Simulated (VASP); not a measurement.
Wanted: the native input for a VASP 6.6.1 run.

```yaml
Task: single point
Functional: RPBE
Potentials_or_basis: VASP PAW PBE potentials, release 64 (Ge_d)
Cutoff: 520 eV
k_mesh: 19 × 19 × 11
Occupations: fermi-dirac, width 0.1 eV
Spin: no spin polarisation
Dipole_correction: no
Further_INCAR_settings: ALGO = Normal; EDIFF = 1e-06; NBANDS = 21
```

The structure of Ge lies in POSCAR:

```
Ge
1.0
    3.0925291706      0.0000000000      0.0000000000
   -1.5462645853      2.6782088237      0.0000000000
    0.0000000000      0.0000000000      4.7914482404
Ge
2
Direct
    0.3333333333      0.6666666667      0.2500000000
    0.6666666667      0.3333333333      0.7500000000
```

The input as run:

INCAR

```
  ALGO = Normal
  EDIFF = 1E-6
  ENCUT = 520
  GGA = RP
  ISIF = 2
  ISMEAR = -1
  LASPH = True
  LCHARG = False
  LREAL = False
  LWAVE = False
  NBANDS = 21
  NELM = 80
  PREC = Accurate
  SIGMA = 0.1
```

KPOINTS

```
k-points
0
Gamma
  19 19 11
```

Potentials or basis: VASP PAW PBE potentials, release 64 (Ge_d).

Run with:

```console
$ cat potpaw_PBE.64/Ge_d/POTCAR > POTCAR
$ mpirun -np 1 vasp_std > vasp.out
```

Results of the run:

```yaml
Pressure: 0.1 GPa
Band_gap_on_the_k_mesh: zero (band 14 reaches 12.54 eV, above the bottom of band 15 at 3.75 eV)
```

Caveat: the PAW data sets were made with another functional, which shifts forces and pressure a little.

It took 87 s on 1 thread of AMD EPYC 9R45 96-Core Processor (Zen 5), on a shared host, peak memory 0.24 GiB.
